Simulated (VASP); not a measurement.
The system is LuBr.

```
Lu Br
1.0
     3.60687    0.00000    0.00000
    -1.80344    3.12364    0.00000
     0.00000    0.00000    9.87175
Lu Br
2 2
Direct
  0.33333 0.66667 0.33099
  0.66667 0.33333 0.83099
  0.33333 0.66667 0.04401
  0.66667 0.33333 0.54401
```

Base run:

```yaml
Program: VASP 6.6.1
Functional: LDA
Potentials_or_basis: VASP PAW PBE potentials, release 64 (Lu, Br)
Cutoff: 520 eV
k_mesh: 5 × 5 × 2
Occupations: fermi-dirac, width 0.1 eV
Spin: no spin polarisation
```

Its results: band gap on the k mesh 0.57 eV (least direct gap 0.63 eV); pressure -4.5 GPa; largest force 0.122 eV/Å.

Task: The run is repeated on the same cell with these changes: k mesh from 5 × 5 × 2 to 7 × 7 × 3; further incar settings from ALGO = Normal; EDIFF = 1e-07; NBANDS = 40 to ALGO = Normal; EDIFF = 1e-06; NBANDS = 40. What comes out?

Result: Band gap on the k mesh zero (bands 32 and 33 overlap by 0.12 eV); pressure -4.6 GPa; largest force 0.136 eV/Å.

Caveats: the cell stands under tension; the PAW data sets were made with another functional, which shifts forces and pressure a little; spin-orbit coupling is left out, which moves the levels of the heavy elements; semilocal functionals underestimate gaps, and a narrow one can read as zero (at least some runs).

A k mesh can miss the band edges.
